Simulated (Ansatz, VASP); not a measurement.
# Two plane-wave programs on AlN

```
Al N
1.0
     3.14258    0.03111    0.00694
    -1.54435    2.73712    0.00690
     0.01110    0.01917    5.09110
Al N
2 2
Cartesian
  0.0320 1.8275 0.0343
  1.5722 0.9511 2.5799
  0.0313 1.8368 1.9396
  1.5806 0.9550 4.4852
```

Alike in both runs: task single point; functional PBE; k mesh 9 × 9 × 6; occupations gaussian, width 0.02 eV; no spin polarisation.

|  | VASP | Ansatz |
| --- | --- | --- |
| version | VASP 6.6.1 | Ansatz 0.2.0 |
| potentials or method | VASP PAW PBE potentials, release 64 (Al, N), cutoff 520 eV | scalar-relativistic, plane waves, PAW |
| valence electrons in the cell | 16 | 16 |

```tsv
	VASP	Ansatz	Ansatz less VASP
gap on the k mesh at the Fermi level (eV)	3.85	3.85	-0.008
least direct gap on the mesh (eV)	3.85	3.85	-0.008
pressure (GPa)	-5.8	-5.6	+0.27
traceless stress, the component that is largest in VASP (GPa)	-4.25	-4.22	+0.027
rms of the force components (eV/Å)	0.348	0.347	-0.0010
```

Atom by atom the forces differ by 0.001 eV/Å (rms over components). The functional is the same, so the differences come from potentials, cutoffs and numerics. Ansatz's warnings: near symmetry operations not taken.
